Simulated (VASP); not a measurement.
A run of VASP 6.6.1 is set up as follows.

INCAR

```
PREC = Accurate
ENCUT = 520
EDIFF = 1E-7
ISMEAR = 0
SIGMA = 0.15
LREAL = False
LASPH = True
NELM = 80
ALGO = Normal
ISIF = 2
LWAVE = False
LCHARG = False
GGA = PS
NBANDS = 13
```

Contents of KPOINTS:

```
regular mesh
0
Gamma
  22 22 20
```

POSCAR

```
Ge
1.0
    1.3147675467     -2.4471792497      0.0000000000
    1.3147675467      2.4471792497      0.0000000000
    0.0000000000      0.0000000000      3.0469591023
Ge
1
Direct
    0.5000000000      0.5000000000      0.0000000000
```

Potentials or basis: VASP PAW PBE potentials, release 64 (Ge_d).

Run with:

```bash
$ cat potpaw_PBE.64/Ge_d/POTCAR > POTCAR
$ mpirun -np 1 vasp_std > vasp.out
```

**Question.** Estimate the band gap on the k mesh.

**Answer.** Zero (band 7 reaches 9.87 eV, above the bottom of band 8 at 3.50 eV).

**Question.** Estimate the pressure.

**Answer.** 0.5 GPa.

Stress tensor (GPa, compression positive):
```
  8.58   0.00   0.00
  0.00   5.68   0.00
  0.00   0.00 -12.88
```

Caveat: the PAW data sets were made with another functional, which shifts forces and pressure a little.
